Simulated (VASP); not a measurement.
Input of a VASP 6.6.1 run:

Contents of INCAR:

```
SYSTEM = Zr
PREC     = Accurate       ! precision mode
ENCUT    = 520            ! plane-wave cutoff, eV
EDIFF    = 1E-7           ! SCF threshold, eV
ISMEAR   = -1             ! smearing method
SIGMA    = 0.08           ! smearing width, eV
LREAL    = .FALSE.        ! projectors in reciprocal space
LASPH    = .TRUE.         ! aspherical terms in the spheres
NELM     = 100            ! most SCF steps
ALGO     = Normal         ! electronic algorithm
ISIF     = 2              ! what is computed and relaxed
LWAVE    = .FALSE.        ! write WAVECAR
LCHARG   = .FALSE.        ! write CHGCAR
GGA      = PS             ! functional
NBANDS   = 19             ! bands
```

The input KPOINTS:

```
Automatic mesh
0
G
  13 13 7
  0 0 0
```

File POSCAR:

```
Zr
1.0
    3.1660205622      0.0000000000      0.0000000000
   -1.5830102810      2.7418542357      0.0000000000
    0.0000000000      0.0000000000      5.0419297016
Zr
2
Direct
    0.3333333333      0.6666666667      0.2500000000
    0.6666666667      0.3333333333      0.7500000000
```

Potentials or basis: VASP PAW PBE potentials, release 64 (Zr_sv).

Run with:

```sh
$ cat potpaw_PBE.64/Zr_sv/POTCAR > POTCAR
$ mpirun -np 1 vasp_std > vasp.out
```

(1) Estimate the pressure.

(2) What does it give for the band gap on the k mesh?

## Answers

(1) 2.8 GPa.

(2) zero (bands 12 and 13 overlap by 1.21 eV).

Caveat: the PAW data sets were made with another functional, which shifts forces and pressure a little.
